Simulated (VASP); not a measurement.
The system is As.

```
As
1.0
     1.78774   -5.38772    0.00000
     1.78774    5.38772    0.00000
     0.00000    0.00000    4.37875
As
4
Cartesian
  1.7877 1.1853 2.4521
  1.7877 -4.2024 4.1160
  1.7877 -1.1853 1.9266
  1.7877 4.2024 0.2627
```

Base run:

```yaml
Program: VASP 6.6.1
Functional: LDA
Potentials_or_basis: VASP PAW LDA potentials, release 64 (As)
Cutoff: 520 eV
k_mesh: 8 × 8 × 6
Occupations: fermi-dirac, width 0.05 eV
Spin: no spin polarisation
```

Its results: band gap on the k mesh zero (band 10 reaches 5.49 eV, above the bottom of band 11 at 5.39 eV); pressure 3.4 GPa; largest force 0.493 eV/Å.

Task: The run is repeated on the same cell with these changes: functional from LDA to PBE; potentials or basis from VASP PAW LDA potentials, release 64 (As) to VASP PAW PBE potentials, release 64 (As). What comes out?

Result: Band gap on the k mesh zero (band 10 reaches 5.51 eV, above the bottom of band 11 at 5.46 eV); pressure 8.7 GPa; largest force 0.701 eV/Å.
